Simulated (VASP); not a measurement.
BN:

```xyz
4
Lattice="2.4982 0.0000 0.0000 -1.2491 2.1635 0.0000 0.0000 0.0000 6.6357" Properties=species:S:1:pos:R:3 pbc="T T T"
B     0.0000    1.4424    1.6589
B     1.2491    0.7212    4.9768
N     0.0000    1.4424    4.9768
N     1.2491    0.7212    1.6589
```

Base run:

```yaml
Program: VASP 6.6.1
Functional: PBE
Potentials_or_basis: VASP PAW PBE potentials, release 64 (B, N)
Cutoff: 520 eV
k_mesh: 14 × 14 × 5
Occupations: fermi-dirac, width 0.02 eV
Spin: no spin polarisation
```

Its results: band gap on the k mesh 4.26 eV, indirect (least direct gap 4.70 eV); pressure 5.1 GPa.

After a change of settings the same cell gave: band gap on the k mesh 4.06 eV, indirect (least direct gap 4.52 eV); pressure -2.5 GPa. Which change was it?
A. functional from PBE to r2SCAN
B. further incar settings from ALGO = Normal; EDIFF = 1e-08; NBANDS = 16 to ALGO = Normal; EDIFF = 1e-06; NBANDS = 16
C. functional from PBE to LDA; potentials or basis from VASP PAW PBE potentials, release 64 (B, N) to VASP PAW LDA potentials, release 64 (B, N)

C.

Caveats: this functional lacks dispersion, which binds the layers, so the pressure and a relaxed spacing across them are unreliable (some runs).
